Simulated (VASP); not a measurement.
Write the native input for VASP 6.6.1 that does the following.

```
Task                   : single point
Functional             : LDA
Potentials or basis    : VASP PAW LDA potentials, release 64 (Hf_pv, C)
Cutoff                 : 520 eV
k mesh                 : 14 × 14 × 14
Occupations            : fermi-dirac, width 0.03 eV
Spin                   : collinear spin
Starting moments       : [0.05, 0.0] μB
Fixed moment           : 0.05 μB
Dipole correction      : no
Further INCAR settings : ALGO = Normal; EDIFF = 1e-06; NBANDS = 18
```

The structure of HfC lies in POSCAR:

```
HfC
1.0
    0.0000000000      2.3250000000      2.3250000000
    2.3250000000      0.0000000000      2.3250000000
    2.3250000000      2.3250000000      0.0000000000
Hf C
1 1
Direct
    0.5000000000      0.5000000000      0.5000000000
    0.0000000000      0.0000000000      0.0000000000
```

These files were run (other wordings do the same):

INCAR

```
SYSTEM = HfC
PREC = Accurate ; ENCUT = 520
EDIFF = 1E-6 ; ISMEAR = -1
SIGMA = 0.03 ; LREAL = .FALSE.
LASPH = .TRUE. ; NELM = 150
ALGO = Normal ; ISIF = 2
LWAVE = .FALSE. ; LCHARG = .FALSE.
ISPIN = 2 ; MAGMOM = 0.05 0
LORBIT = 11 ; NUPDOWN = 0.05
LMAXMIX = 4 ; NBANDS = 18
```

KPOINTS

```
regular mesh
0
G
  14 14 14
  0 0 0
```

Potentials or basis: VASP PAW LDA potentials, release 64 (Hf_pv, C).

The run is started by

```sh
$ cat potpaw_LDA.64/Hf_pv/POTCAR potpaw_LDA.64/C/POTCAR > POTCAR
$ mpirun -np 1 vasp_std > vasp.out
```

Results of the run:

```yaml
Pressure: -11.6 GPa
Net_moment: 0.05 μB per cell
Site_moments: Hf +0.01; C +0.02 μB
Valence_electrons_inside_the_program's_atomic_spheres: Hf 8.63; C 2.37
```

Caveat: the cell stands under tension; the total moment is fixed, so each spin has its own Fermi level.

It took 82 s on 1 thread of Intel Xeon 8259CL (shared host), peak memory 0.19 GiB.
